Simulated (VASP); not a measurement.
Au:

```
Au
1.0
     0.00000    2.03500    2.03500
     2.03500    0.00000    2.03500
     2.03500    2.03500    0.00000
Au
1
Direct
  0.00000 0.00000 0.00000
```

- Program: VASP 6.6.1
- Task: relaxation of cell and atoms
- Functional: PBE
- Dispersion: D3(BJ)
- Potentials or basis: VASP PAW PBE potentials, release 64 (Au)
- Cutoff: 500 eV
- k mesh: 11 × 11 × 11
- Occupations: fermi-dirac, width 0.05 eV
- Spin: no spin polarisation

At the start: pressure 3.8 GPa; volume 16.85 Å³/atom.

Q: How do energy, volume and symmetry change on relaxing?

A: Over 3 steps the energy falls by 4.3 meV/atom and the volume is 17.23 Å³/atom (+2.2 %); space group Fm-3m (No. 225, to 0.1 Å) before and after.

The path:
```tsv
step	energy change (eV)	largest force (eV/Å)	pressure (GPa)	volume (Å³)
1	0.0000	0.0000	3.84	16.85
2	0.0065	0.0000	-5.29	17.86
3	-0.0043	0.0000	-0.03	17.23
```

Final structure:
```yaml
crystal:
  lattice:
    - [0.00000, 2.05007, 2.05007]
    - [2.05007, 0.00000, 2.05007]
    - [2.05007, 2.05007, 0.00000]
  atoms:
    - { symbol: Au, position: [0.00000, 0.00000, 0.00000] }
```
